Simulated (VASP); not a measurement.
BaTiO3, 5 atoms in the cell. The structure is trigonal, space group R3m (No. 160). Conventional cell: a = 5.721 Å, b = 5.721 Å, c = 7.144 Å, α = 90.00°, β = 90.00°, γ = 120.00°. Within 3.7 Å of Ba (site symmetry 3m) lie 12 O at 2.83 to 2.97 Å and 8 Ti at 3.49 to 3.64 Å. Within 2.5 Å of Ti (site symmetry 3m) lie 6 O at 1.91 to 2.17 Å. O (site symmetry m) has 2 Ti at 1.91 to 2.17 Å within 2.5 Å.  This cell differs from its parent crystal: strain +0.000 along x and y, +0.015 along z.

```yaml
Program: VASP 6.6.1
Task: single point
Functional: PBE
Potentials_or_basis: VASP PAW PBE potentials, release 64 (Ba_sv, Ti_sv, O)
Cutoff: 520 eV
k_mesh: 6 × 6 × 6
Occupations: gaussian, width 0.05 eV
Spin: no spin polarisation
Hubbard_terms: Ti d U = 4.0 eV
Dipole_correction: no
Further_INCAR_settings: ALGO = Normal; EDIFF = 1e-06; NBANDS = 28
```

Potentials or basis: VASP PAW PBE potentials, release 64 (Ba_sv, Ti_sv, O).

The run is started by

```bash
$ cat potpaw_PBE.64/Ba_sv/POTCAR potpaw_PBE.64/Ti_sv/POTCAR potpaw_PBE.64/O/POTCAR > POTCAR
$ mpirun -np 1 vasp_std > vasp.out
```

Hardware: 1 thread of Intel Xeon 6975P-C, with other jobs on the host.

Estimate the wall time of this run.

Wall time 76 s on 1 thread of Intel Xeon 6975P-C, on a shared host, peak memory 0.21 GiB. Counts: scf iterations 18, k points 32.
